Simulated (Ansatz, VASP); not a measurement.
**ZnO: VASP beside Ansatz**

```
Zn O
1.0
     3.32196    0.00000    0.00000
    -1.66098    2.87691    0.00000
     0.00000    0.00000    4.93345
Zn O
2 2
Direct
  0.33333 0.66667 0.00158
  0.66667 0.33333 0.50158
  0.33333 0.66667 0.42578
  0.66667 0.33333 0.92578
```

Alike in both runs: task single point; functional PBEsol; k mesh 9 × 9 × 6; occupations gaussian, width 0.05 eV; no spin polarisation.

|  | VASP | Ansatz |
| --- | --- | --- |
| version | VASP 6.6.1 | Ansatz 0.2.0 |
| potentials or method | VASP PAW PBE potentials, release 64 (Zn, O), cutoff 520 eV | scalar-relativistic, plane waves, PAW |
| valence electrons in the cell | 36 | 36 |

```csv
,VASP,Ansatz,Ansatz less VASP
gap on the k mesh at the Fermi level (eV),0.78,0.80,+0.014
least direct gap on the mesh (eV),0.78,0.80,+0.014
pressure (GPa),-0.5,-1.3,-0.81
"traceless stress, the component that is largest in VASP (GPa)",-0.30,-0.08,+0.220
rms of the force components (eV/Å),0.215,0.214,-0.0006
```

VASP's potentials were made for PBE, not for PBEsol, and Ansatz warns of the same on its side. Atom by atom the forces differ by 0.001 eV/Å (rms over components).
